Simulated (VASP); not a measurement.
Runs of VASP 6.6.1 on Ce. It takes space group Fm-3m (No. 225, cubic). Conventional cell: a = 4.678 Å, b = 4.678 Å, c = 4.678 Å, α = 90.00°, β = 90.00°, γ = 90.00°. Ce (site symmetry m-3m) has 12 Ce at 3.31 Å within 4.4 Å. 

```csv
k mesh,smearing,gap on the mesh (eV),pressure (GPa)
17 × 17 × 17,fermi-dirac 0.1 eV,none,(a)
12 × 12 × 12,methfessel-paxton 0.6 eV,none,-1.7
12 × 12 × 12,methfessel-paxton 0.1 eV,none,-0.8
12 × 12 × 12,methfessel-paxton 1 eV,none,-0.4
15 × 15 × 15,fermi-dirac 0.1 eV,none,-0.4
```

Alike in all rows: task single point; level r2SCAN; potentials or basis VASP PAW PBE potentials, release 64 (Ce); no spin polarisation; cell as given; cutoff (eV) 520.

Q: Estimate the missing entries.

A: (a) -0.3.

Caveats: the PAW data sets were made with another functional, which shifts forces and pressure a little; spin-orbit coupling is left out, which moves the levels of the heavy elements; semilocal functionals describe open f shells poorly, which spoils levels, moments and volumes; so wide a smearing shifts energies and pressures (at least some runs).

A k mesh can miss the band edges, and the runs leave out spin-orbit coupling on Ce.

A gap of «none» marks levels without a gap at the run's occupations.
